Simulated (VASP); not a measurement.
# In3GaAs4 (P-4m2) in VASP: single point with PBE

Aim: the single point of In3GaAs4 with PBE.

All numbers are computed with VASP 6.6.1; they aren't measurements. Logs are shortened: lines on timing, memory, paths and dates and some standing lists are left out, and cuts for length are marked.

## (1) The cell of the first run

It takes space group P-4m2 (No. 115, tetragonal). The conventional cell has a = 4.334 Å, b = 4.334 Å, c = 12.049 Å, α = 90.00°, β = 90.00°, γ = 90.00°. Within 3.5 Å of In (site symmetry 2mm) lie 4 As at 2.67 to 2.68 Å. Within 3.5 Å of In (site symmetry -4m2) lie 4 As at 2.67 Å. Within 3.4 Å of Ga (site symmetry -4m2) lie 4 As at 2.54 Å. Within 3.4 Å of As (site symmetry 2mm) lie 2 Ga at 2.54 Å and 2 In at 2.68 Å. Within 3.5 Å of As (site symmetry 2mm) lie 4 In at 2.67 Å.

## (2) Single point, PBE

File INCAR:

```
SYSTEM = In3GaAs4
ALGO = Normal ; EDIFF = 1E-6
ENCUT = 520 ; GGA = PE
ISIF = 2 ; ISMEAR = 0
LASPH = .TRUE. ; LCHARG = .TRUE.
LELF = .TRUE. ; LREAL = .FALSE.
LVHAR = .TRUE. ; LWAVE = .FALSE.
NBANDS = 46 ; NELM = 80
PREC = Accurate ; SIGMA = 0.2
```

File KPOINTS:

```
k-points
0
G
  4 4 2
  0 0 0
```

File POSCAR:

```
In3GaAs4
1.0
    4.3336150890      0.0000000000      0.0000000000
    0.0000000000      4.3336150890      0.0000000000
    0.0000000000      0.0000000000     12.0492542840
In Ga As
3 1 4
Direct
    0.5000000000      0.5000000000      0.2403690354
    0.5000000000      0.5000000000      0.7596309646
    0.0000000000      0.0000000000      0.5000000000
    0.0000000000      0.0000000000      0.0000000000
    0.5000000000      0.0000000000      0.1101567548
    0.0000000000      0.5000000000      0.8898432452
    0.0000000000      0.5000000000      0.3701219823
    0.5000000000      0.0000000000      0.6298780177
```

Potentials or basis: VASP PAW PBE potentials, release 64 (In_d, Ga_d, As).

Run with:

```sh
> cat potpaw_PBE.64/In_d/POTCAR potpaw_PBE.64/Ga_d/POTCAR potpaw_PBE.64/As/POTCAR > POTCAR
> mpirun -np 1 vasp_std > vasp.out
```

OUTCAR:

```text
SYSTEM = In3GaAs4
   EDIFF = 1E-6
   ENCUT = 520
   GGA = PE
   ISIF = 2
   ISMEAR = 0
   LASPH = .TRUE.
   LREAL = .FALSE.
   NELM = 80
   PREC = Accurate

 ion  position               nearest neighbor table
   1  0.500  0.500  0.240-   7 2.67   7 2.67   5 2.68   5 2.68
   2  0.500  0.500  0.760-   8 2.67   8 2.67   6 2.68   6 2.68
   3  0.000  0.000  0.500-   7 2.67   8 2.67   7 2.67   8 2.67
   4  0.000  0.000  0.000-   5 2.54   6 2.54   6 2.54   5 2.54
   5  0.500  0.000  0.110-   4 2.54   4 2.54   1 2.68   1 2.68
   6  0.000  0.500  0.890-   4 2.54   4 2.54   2 2.68   2 2.68
   7  0.000  0.500  0.370-   1 2.67   1 2.67   3 2.67   3 2.67
   8  0.500  0.000  0.630-   2 2.67   2 2.67   3 2.67   3 2.67

  LATTYP: Found a simple tetragonal cell.
 ALAT       =     4.3336150890
 C/A-ratio  =     2.7804163583

  Lattice vectors:

 A1 = (   4.3336150890,   0.0000000000,   0.0000000000)
 A2 = (   0.0000000000,   4.3336150890,   0.0000000000)
 A3 = (   0.0000000000,   0.0000000000,  12.0492542840)

Analysis of symmetry for initial positions (statically):
=====================================================================
 Subroutine PRICEL returns:
 Original cell was already a primitive cell.

 Routine SETGRP: Setting up the symmetry group for a
 simple tetragonal supercell.

 Subroutine GETGRP returns: Found  8 space group operations
 (whereof  8 operations were pure point group operations)
 out of a pool of 16 trial point group operations.

The static configuration has the point symmetry D_2d.

Analysis of symmetry for dynamics (positions and initial velocities):
=====================================================================
 Subroutine PRICEL returns:
 Original cell was already a primitive cell.

 Routine SETGRP: Setting up the symmetry group for a
 simple tetragonal supercell.

 Subroutine GETGRP returns: Found  8 space group operations
 (whereof  8 operations were pure point group operations)
 out of a pool of 16 trial point group operations.

The dynamic configuration has the point symmetry D_2d.

 Subroutine INISYM returns: Found  8 space group operations
 (whereof  8 operations are pure point group operations),
 and found     1 'primitive' translations

----------------------------------------------------------------------------------------

                                     Primitive cell

  volume of cell :     226.2876
[... 92 lines left out ...]
   IBRION =     -1    ionic relax: 0-MD 1-quasi-New 2-CG
   NFREE  =      0    steps in history (QN), initial steepest desc. (CG)
   ISIF   =      2    stress and relaxation
   ISYM   =      2    0-nonsym 1-usesym 2-fastsym
   POTIM  = 0.5000    time-step for ionic-motion
   TEBEG  =    0.0;   TEEND  =   0.0 temperature during run
   PSTRESS=    0.0 pullay stress
   NELECT =      72.0000    total number of electrons
   NUPDOWN=      -1.0000    fix difference up-down
   EMIN   =  10.00;   EMAX   =-10.00  energy-range for DOS
   EFERMI =   0.00;   METHOD = LEGACY
   ISMEAR =     0;   SIGMA  =   0.20  broadening in eV -4-tet -1-fermi 0-gaus
   EFERMI_NEDOS =   21; number of points for ismear=-14 and -15
   IALGO  =     38    algorithm
   IMIX   =      4    mixing-type and parameters
     AMIX     =   0.40;   BMIX     =  1.00
     AMIX_MAG =   1.60;   BMIX_MAG =  1.00
  volume/ion in A,a.u.               =      28.29       190.88
  Fermi-wavevector in a.u.,A,eV,Ry     =   1.117632  2.112018 16.995046  1.249101
  Thomas-Fermi vector in A             =   2.254256
   LORBIT       =      0    0 simple, 1 ext, 2 COOP (PROOUT), +10 PAW based schemes
   GGA     = PE    functional components
   LHFCALC =     F    Hartree Fock is set to
   AEXX    =    0.0000 exact exchange contribution
   IVDW    =     0    specifies the selected vdW correction
   LEPSILON=     F    determine dielectric tensor
   LRPA    =     F    only Hartree local field effects (RPA)
 non-spin polarized calculation
 Gauss-broadening in eV      SIGMA  =   0.20
  energy-cutoff  :      520.00
  volume of cell :      226.29
 maximum number of plane-waves:      6144
   NGX = 17   NGY = 17   NGZ = 45

 number of electron      72.0000001 magnetization

 Free energy of the ion-electron system (eV)
  ---------------------------------------------------
  ext. energy  EPLUGINS =         0.00000000
  ---------------------------------------------------
  free energy    TOTEN  =       -31.13740351 eV

  energy without entropy =      -31.12655033  energy(sigma->0) =      -31.13197692

 E-fermi :   3.7978     XC(G=0):  -8.8950

 val. band max:        3.7320406655   @ k =   0.0000   0.0000   0.0000
 cond. band min:       4.3122230675   @ k =   0.5000   0.0000   0.0000
 fundamental gap:      0.5801824020
 Fermi energy:         3.7977900700

 k-point     1 :       0.0000    0.0000    0.0000
  band No.  band energies     occupation
      1     -11.0535      2.00000
      2     -11.0197      2.00000
      3     -11.0197      2.00000
      4     -11.0014      2.00000
      5     -10.9481      2.00000
      6     -10.6627      2.00000
[... 577 lines left out ...]
     45      10.9418      0.00000
     46      10.9960      0.00000

------------------------ aborting loop because EDIFF is reached ----------------------------------------

  FORCE on cell =-STRESS in cart. coord.  units (eV):
  Direction    XX          YY          ZZ          XY          YZ          ZX
  --------------------------------------------------------------------------------------
  -------------------------------------------------------------------------------------
  Total       -0.2400842     -0.2400842     -0.0708955      0.0000000      0.0000000      0.0000000
  in kB       -1.6998606     -1.6998606     -0.5019593      0.0000000      0.0000000      0.0000000
  external PRESSURE =      -1.3005602 kB  Pullay stress =       0.0000000 kB

 VOLUME and BASIS-vectors are now :
 -----------------------------------------------------------------------------
  energy-cutoff  :      520.00
  volume of cell :      226.29
      direct lattice vectors                 reciprocal lattice vectors
     4.333615089  0.000000000  0.000000000     0.230754227  0.000000000  0.000000000
     0.000000000  4.333615089  0.000000000     0.000000000  0.230754227  0.000000000
     0.000000000  0.000000000 12.049254284     0.000000000  0.000000000  0.082992688

 POSITION                                       TOTAL-FORCE (eV/Angst)
 -----------------------------------------------------------------------------------
      2.16681      2.16681      2.89627        -0.000000      0.000000      0.031814
      2.16681      2.16681      9.15299        -0.000000      0.000000     -0.031814
      0.00000      0.00000      6.02463         0.000000     -0.000000      0.000000
      0.00000      0.00000      0.00000         0.000000     -0.000000      0.000000
      2.16681      0.00000      1.32731        -0.000000     -0.000000      0.070006
      0.00000      2.16681     10.72195        -0.000000     -0.000000     -0.070006
      0.00000      2.16681      4.45969         0.000000     -0.000000      0.005203
      2.16681      0.00000      7.58956        -0.000000     -0.000000     -0.005203
 -----------------------------------------------------------------------------------
    total drift:                                0.000000     -0.000000     -0.000000

  FREE ENERGIE OF THE ION-ELECTRON SYSTEM (eV)
  ---------------------------------------------------
  free  energy   TOTEN  =       -31.1374035138 eV

  energy  without entropy=      -31.1265503313  energy(sigma->0) =      -31.13197692
```

OSZICAR:

```text
N       E                     dE             d eps       ncg     rms          rms(c)
DAV:   1     0.682103082205E+03    0.68210E+03   -0.32213E+04  1150   0.182E+03
DAV:   2     0.724769911622E+02   -0.60963E+03   -0.59295E+03  1126   0.491E+02
DAV:   3    -0.255859242989E+02   -0.98063E+02   -0.95400E+02  1298   0.192E+02
DAV:   4    -0.318766077028E+02   -0.62907E+01   -0.62535E+01  1358   0.471E+01
DAV:   5    -0.320720624574E+02   -0.19545E+00   -0.19535E+00  1400   0.902E+00    0.846E+00
DAV:   6    -0.311932766892E+02    0.87879E+00   -0.16482E+00  1518   0.124E+01    0.433E+00
DAV:   7    -0.311357690893E+02    0.57508E-01   -0.88373E-01  1646   0.422E+00    0.118E+00
DAV:   8    -0.311353880269E+02    0.38106E-03   -0.12139E-01  1498   0.306E+00    0.639E-01
DAV:   9    -0.311359452949E+02   -0.55727E-03   -0.13936E-02  1508   0.136E+00    0.312E-01
DAV:  10    -0.311371834226E+02   -0.12381E-02   -0.29661E-03  1412   0.350E-01    0.614E-02
DAV:  11    -0.311373752332E+02   -0.19181E-03   -0.39259E-04  1486   0.134E-01    0.376E-02
DAV:  12    -0.311373986919E+02   -0.23459E-04   -0.77406E-05  1296   0.521E-02    0.134E-02
DAV:  13    -0.311374033757E+02   -0.46838E-05   -0.12636E-05  1304   0.214E-02    0.410E-03
DAV:  14    -0.311374035138E+02   -0.13813E-06   -0.18217E-06  1006   0.740E-03
   1 F= -.31137404E+02 E0= -.31131977E+02  d E =-.108532E-01
```

Run time: 3.5 min. Hardware: 1 thread of Intel Xeon 8259CL, shared host; peak memory 0.35 GiB.

What came out:

| Property | Result |
| --- | --- |
| Free energy | -31.1374 eV |
| Pressure | -0.1 GPa |
| Largest force | 0.070 eV/Å |
| Band gap on the k mesh | zero (filled and empty bands touch) |

Forces on the atoms (eV/Å):
```
In   0.000  0.000  0.032
In   0.000  0.000 -0.032
In   0.000  0.000  0.000
Ga   0.000  0.000  0.000
As   0.000  0.000  0.070
As   0.000  0.000 -0.070
As   0.000  0.000  0.005
As   0.000  0.000 -0.005
```

Levels at points of the mesh, in eV from the Fermi level:
```
           k point  band 33  band 34  band 35  band 36  band 37  band 38  band 39  band 40
(0.00, 0.00, 0.00)    -1.29    -0.57    -0.08    -0.07    -0.07     1.46     1.46     2.12
(0.50, 0.00, 0.00)    -0.93    -0.92    -0.91    -0.89     0.51     0.83     2.08     2.57
(0.50, 0.50, 0.00)    -2.25    -2.20    -2.20    -2.11     1.60     1.60     1.85     2.03
(0.00, 0.00, 0.50)    -0.65    -0.65    -0.48    -0.48     1.15     1.30     1.71     1.77
(0.50, 0.00, 0.50)    -1.56    -0.98    -0.91    -0.91     1.17     1.74     1.78     1.88
(0.50, 0.50, 0.50)    -2.50    -2.45    -2.45    -2.41     2.48     2.48     2.57     2.57
```

Caveat: the k points lie up to 0.36 Å⁻¹ apart; semilocal functionals underestimate gaps, and a narrow one can read as zero; spin-orbit coupling is left out, which moves the levels of the heavy elements.

The gap in the log of VASP goes by the Fermi energy; the results here count the filled bands.